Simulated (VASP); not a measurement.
AlN:

```
Al N
1.0
     3.11300    0.00000    0.00000
    -1.55650    2.69594    0.00000
     0.00000    0.00000    4.98100
Al N
2 2
Cartesian
  1.5565 0.8986 2.4905
  0.0000 1.7973 0.0000
  1.5565 0.8986 4.3833
  0.0000 1.7973 1.8928
```

Base run:

```yaml
Program: VASP 6.6.1
Functional: revPBE
Potentials_or_basis: VASP PAW PBE potentials, release 64 (Al, N)
Cutoff: 520 eV
k_mesh: 10 × 10 × 6
Occupations: fermi-dirac, width 0.05 eV
Spin: no spin polarisation
```

Its results: band gap on the k mesh 4.26 eV; pressure 5.9 GPa; largest force 0.135 eV/Å.

Problem. After a change of settings the same cell gave: band gap on the k mesh 5.58 eV; pressure -1.7 GPa; largest force 0.130 eV/Å. Which change was it?
A. functional from revPBE to PBE-based screened hybrid with 10 % exact exchange; k mesh from 10 × 10 × 6 to 5 × 5 × 3
B. functional from revPBE to PBE; occupations from fermi-dirac, width 0.05 eV to gaussian, width 0.014 eV
C. functional from revPBE to PBE-based screened hybrid with 20 % exact exchange; k mesh from 10 × 10 × 6 to 5 × 5 × 3
D. functional from revPBE to HSE06; k mesh from 10 × 10 × 6 to 5 × 5 × 3

Solution. D.

Caveats: some runs use coarse meshes; the PAW data sets were made with another functional, which shifts forces and pressure a little; the cell stands under pressure (at least some runs).
